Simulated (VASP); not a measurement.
# Ge (Cmmm) in VASP: further runs, part 2 of 2

VASP 6.6.1.

### Step 6. Single point, LDA

This run uses another cell than the first one, of 21.96 Å³/atom, 1.167 times its volume.

Input file INCAR:

```
PREC     = Accurate       # precision mode
ENCUT    = 520            # plane-wave cutoff, eV
EDIFF    = 1E-6           # SCF threshold, eV
ISMEAR   = -1             # smearing method
SIGMA    = 0.15           # smearing width, eV
LREAL    = False          # projectors in reciprocal space
LASPH    = True           # aspherical terms in the spheres
NELM     = 80             # most SCF steps
ALGO     = Normal         # electronic algorithm
ISIF     = 2              # what is computed and relaxed
LWAVE    = False          # write WAVECAR
LCHARG   = False          # write CHGCAR
NBANDS   = 13             # bands
```

Input file KPOINTS:

```
regular mesh
0
Gamma
  12 12 11
```

Input file POSCAR:

```
Ge
1.0
    1.4509375884     -2.7006327984      0.0000000000
    1.4509375884      2.7006327984      0.0000000000
    0.0000000000      0.0000000000      2.8021097106
Ge
1
Direct
    0.5000000000      0.5000000000      0.0000000000
```

Potentials or basis: VASP PAW LDA potentials, release 64 (Ge_d).

Command:

```sh
> cat potpaw_LDA.64/Ge_d/POTCAR > POTCAR
> mpirun -np 1 vasp_std > vasp.out
```

OUTCAR:

```text
PREC = Accurate
   ENCUT = 520
   EDIFF = 1E-6
   ISMEAR = -1
   LREAL = False
   LASPH = True
   NELM = 80
   ISIF = 2

 ion  position               nearest neighbor table
   1  0.500  0.500  0.000-

  LATTYP: Found a base centered orthorhombic cell.
 ALAT       =     2.9018751768
 B/A-ratio  =     1.8613018368
 C/A-ratio  =     0.9656203454

  Lattice vectors:

 A1 = (   1.4509375884,  -2.7006327984,   0.0000000000)
 A2 = (   1.4509375884,   2.7006327984,   0.0000000000)
 A3 = (   0.0000000000,   0.0000000000,   2.8021097106)

Analysis of symmetry for initial positions (statically):
=====================================================================
 Subroutine PRICEL returns:
 Original cell was already a primitive cell.

 Routine SETGRP: Setting up the symmetry group for a
 base centered orthorhombic supercell.

 Subroutine GETGRP returns: Found  8 space group operations
 (whereof  8 operations were pure point group operations)
 out of a pool of  8 trial point group operations.

The static configuration has the point symmetry D_2h.

Analysis of symmetry for dynamics (positions and initial velocities):
=====================================================================
 Subroutine PRICEL returns:
 Original cell was already a primitive cell.

 Routine SETGRP: Setting up the symmetry group for a
 base centered orthorhombic supercell.

 Subroutine GETGRP returns: Found  8 space group operations
 (whereof  8 operations were pure point group operations)
 out of a pool of  8 trial point group operations.

The dynamic configuration has the point symmetry D_2h.

 Subroutine INISYM returns: Found  8 space group operations
 (whereof  8 operations are pure point group operations),
 and found     1 'primitive' translations

----------------------------------------------------------------------------------------

                                     Primitive cell

  volume of cell :      21.9599

  direct lattice vectors                    reciprocal lattice vectors
     1.450937588 -2.700632798  0.000000000     0.344604760 -0.185141794  0.000000000
     1.450937588  2.700632798  0.000000000     0.344604760  0.185141794  0.000000000
     0.000000000  0.000000000  2.802109711     0.000000000  0.000000000  0.356873964

  length of vectors
     3.065719719  3.065719719  2.802109711     0.391190394  0.391190394  0.356873964

  position of ions in fractional coordinates (direct lattice)
     0.500000000  0.500000000  0.000000000

  ion indices of the primitive-cell ions
   primitive index   ion index
                 1           1

----------------------------------------------------------------------------------------

 KPOINTS: regular mesh

Automatic generation of k-mesh.
 Grid dimensions read from file:
 generate k-points for:   12   12   11

 Generating k-lattice:

  Cartesian coordinates                     Fractional coordinates (reciprocal lattice)
     0.028717063 -0.015428483  0.000000000     0.083333333  0.000000000  0.000000000
     0.028717063  0.015428483  0.000000000     0.000000000  0.083333333  0.000000000
     0.000000000  0.000000000  0.032443088     0.000000000  0.000000000  0.090909091

  Length of vectors
     0.032599200  0.032599200  0.032443088

  Shift w.r.t. Gamma in fractional coordinates (k-lattice)
     0.000000000  0.000000000  0.000000000

 Subroutine IBZKPT returns following result:
 ===========================================

 Found    258 irreducible k-points:

 Following reciprocal coordinates:
            Coordinates               Weight
  0.000000  0.000000  0.000000      1.000000
  0.083333  0.000000  0.000000      4.000000
  0.166667 -0.000000  0.000000      4.000000
  0.250000  0.000000  0.000000      4.000000
  0.333333 -0.000000  0.000000      4.000000
  0.416667  0.000000  0.000000      4.000000
[... 16 lines left out ...]
  0.500000  0.166667  0.000000      4.000000
 -0.416667  0.166667  0.000000      4.000000
 [... further k-points ...]
   k-points           NKPTS =    258   k-points in BZ     NKDIM =    258   number of bands    NBANDS=     13
   number of dos      NEDOS =    301   number of ions     NIONS =      1
   total plane-waves  NPLWV =  13824
   dimension x,y,z NGX =    24 NGY =   24 NGZ =   24
   dimension x,y,z NGXF=    48 NGYF=   48 NGZF=   48
   ions per type =               1
   NGX,Y,Z   is equivalent  to a cutoff of  13.01, 13.01, 14.24 a.u.
   NGXF,Y,Z  is equivalent  to a cutoff of  26.03, 26.03, 28.48 a.u.
 SYSTEM =  unknown system
   PREC   = accura    normal or accurate (medium, high low for compatibility)
   ISTART =      0    job   : 0-new  1-cont  2-samecut
   ICHARG =      2    charge: 1-file 2-atom 10-const
   ISPIN  =      1    spin polarized calculation?
   LNONCOLLINEAR =      F non collinear calculations
   LSORBIT =      F    spin-orbit coupling
   LASPH  =      T    aspherical Exc in radial PAW
   ENCUT  =  520.0 eV  38.22 Ry    6.18 a.u.   5.70  5.70  5.21*2*pi/ulx,y,z
   NELM   =     80;   NELMIN=  2; NELMDL= -5     # of ELM steps
   EDIFF  = 0.1E-05   stopping-criterion for ELM
   LREAL  =      F    real-space projection
   EDIFFG = 0.1E-04   stopping-criterion for IOM
   NSW    =      0    number of steps for IOM
   IBRION =     -1    ionic relax: 0-MD 1-quasi-New 2-CG
   NFREE  =      0    steps in history (QN), initial steepest desc. (CG)
   ISIF   =      2    stress and relaxation
   ISYM   =      2    0-nonsym 1-usesym 2-fastsym
   POTIM  = 0.5000    time-step for ionic-motion
   TEBEG  =    0.0;   TEEND  =   0.0 temperature during run
   PSTRESS=    0.0 pullay stress
   NELECT =      14.0000    total number of electrons
   NUPDOWN=      -1.0000    fix difference up-down
   EMIN   =  10.00;   EMAX   =-10.00  energy-range for DOS
   EFERMI =   0.00;   METHOD = LEGACY
   ISMEAR =    -1;   SIGMA  =   0.15  broadening in eV -4-tet -1-fermi 0-gaus
   EFERMI_NEDOS =   21; number of points for ismear=-14 and -15
   IALGO  =     38    algorithm
   IMIX   =      4    mixing-type and parameters
     AMIX     =   0.40;   BMIX     =  1.00
     AMIX_MAG =   1.60;   BMIX_MAG =  1.00
  volume/ion in A,a.u.               =      21.96       148.19
  Fermi-wavevector in a.u.,A,eV,Ry     =   1.408989  2.662604 27.010979  1.985251
  Thomas-Fermi vector in A             =   2.531091
   LORBIT       =      0    0 simple, 1 ext, 2 COOP (PROOUT), +10 PAW based schemes
   GGA     = CA    functional components
   LHFCALC =     F    Hartree Fock is set to
   AEXX    =    0.0000 exact exchange contribution
   IVDW    =     0    specifies the selected vdW correction
   LEPSILON=     F    determine dielectric tensor
   LRPA    =     F    only Hartree local field effects (RPA)
 non-spin polarized calculation
  energy-cutoff  :      520.00
  volume of cell :       21.96
 maximum number of plane-waves:       606
   NGX = 11   NGY = 11   NGZ = 11

 number of electron      13.9999996 magnetization

 Free energy of the ion-electron system (eV)
  ---------------------------------------------------
  ext. energy  EPLUGINS =         0.00000000
  ---------------------------------------------------
  free energy    TOTEN  =        -4.85567915 eV

  energy without entropy =       -4.81658292  energy(sigma->0) =       -4.83613104

 E-fermi :   4.8024     XC(G=0): -10.7679

 val. band max:        4.7897356232   @ k =  -0.2500   0.2500   0.2727
 cond. band min:       4.8241224177   @ k =  -0.2500   0.2500   0.0000
 fundamental gap:      0.0343867945
 Fermi energy:         4.8024117634

 k-point     1 :       0.0000    0.0000    0.0000
  band No.  band energies     occupation
      1     -19.9472      2.00000
      2     -19.9079      2.00000
      3     -19.8713      2.00000
      4     -19.7985      2.00000
      5     -19.7811      2.00000
      6      -7.1900      2.00000
      7      10.8081      0.00000
      8      11.0911      0.00000
      9      12.4003      0.00000
     10      14.6240      0.00000
     11      16.5486      0.00000
     12      18.3899      0.00000
     13      19.1257      0.00000
[... 353 lines left out ...]
 k-point    24 :      -0.4167    0.1667    0.0000
  band No.  band energies     occupation
      1     -19.9167      2.00000
      2     -19.8826      2.00000
      3     -19.8345      2.00000
      4     -19.8153      2.00000
      5     -19.7983      2.00000
      6      -4.5673      2.00000
      7       3.5881      1.99939
      8       5.6156      0.00880
      9      13.0263      0.00000
     10      16.8259      0.00000
     11      17.7873      0.00000
     12      22.4063      0.00000
     13      23.2103      0.00000

 [... further k-points ...]

------------------------ aborting loop because EDIFF is reached ----------------------------------------

  FORCE on cell =-STRESS in cart. coord.  units (eV):
  Direction    XX          YY          ZZ          XY          YZ          ZX
  --------------------------------------------------------------------------------------
  -------------------------------------------------------------------------------------
  Total       -1.3841624     -1.5644310     -1.2840811      0.0000000      0.0000000      0.0000000
  in kB     -100.9876442   -114.1399317    -93.6857710      0.0000000      0.0000000      0.0000000
  external PRESSURE =    -102.9377823 kB  Pullay stress =       0.0000000 kB

 VOLUME and BASIS-vectors are now :
 -----------------------------------------------------------------------------
  energy-cutoff  :      520.00
  volume of cell :       21.96
      direct lattice vectors                 reciprocal lattice vectors
     1.450937588 -2.700632798  0.000000000     0.344604760 -0.185141794  0.000000000
     1.450937588  2.700632798  0.000000000     0.344604760  0.185141794  0.000000000
     0.000000000  0.000000000  2.802109711     0.000000000  0.000000000  0.356873964

 POSITION                                       TOTAL-FORCE (eV/Angst)
 -----------------------------------------------------------------------------------
      1.45094      0.00000      0.00000         0.000000      0.000000      0.000000
 -----------------------------------------------------------------------------------
    total drift:                               -0.000000     -0.000000     -0.000000

  FREE ENERGIE OF THE ION-ELECTRON SYSTEM (eV)
  ---------------------------------------------------
  free  energy   TOTEN  =        -4.8556791517 eV

  energy  without entropy=       -4.8165829194  energy(sigma->0) =       -4.83613104
```

It took 24 s on 1 thread of Intel Xeon 6975P-C (Granite Rapids), shared host; peak memory 0.17 GiB.

Results:

- Free energy: -4.8557 eV
- Pressure: -10.3 GPa
- Band gap on the k mesh: zero (band 7 reaches 10.81 eV, above the bottom of band 8 at 2.08 eV)

### Step 7. The runs side by side

```tsv
cell	gap on the mesh (eV)	pressure (GPa)
a = 2.912, b = 2.912, c = 2.662 Å, angles 90.0, 90.0, 123.5°, 1 atom	none	-3.3
a = 2.952, b = 2.952, c = 2.698 Å, angles 90.0, 90.0, 123.5°, 1 atom	none	-5.7
a = 2.991, b = 2.991, c = 2.734 Å, angles 90.0, 90.0, 123.5°, 1 atom	none	-7.6
a = 3.029, b = 3.029, c = 2.768 Å, angles 90.0, 90.0, 123.5°, 1 atom	none	-9.1
a = 3.066, b = 3.066, c = 2.802 Å, angles 90.0, 90.0, 123.5°, 1 atom	none	-10.3
```

Alike in all rows: task single point; level LDA; potentials or basis VASP PAW LDA potentials, release 64 (Ge_d); no spin polarisation; k mesh 12 × 12 × 11; cutoff (eV) 520; smearing fermi-dirac 0.15 eV.

Absolute energies hang on the potentials; compare differences alone.
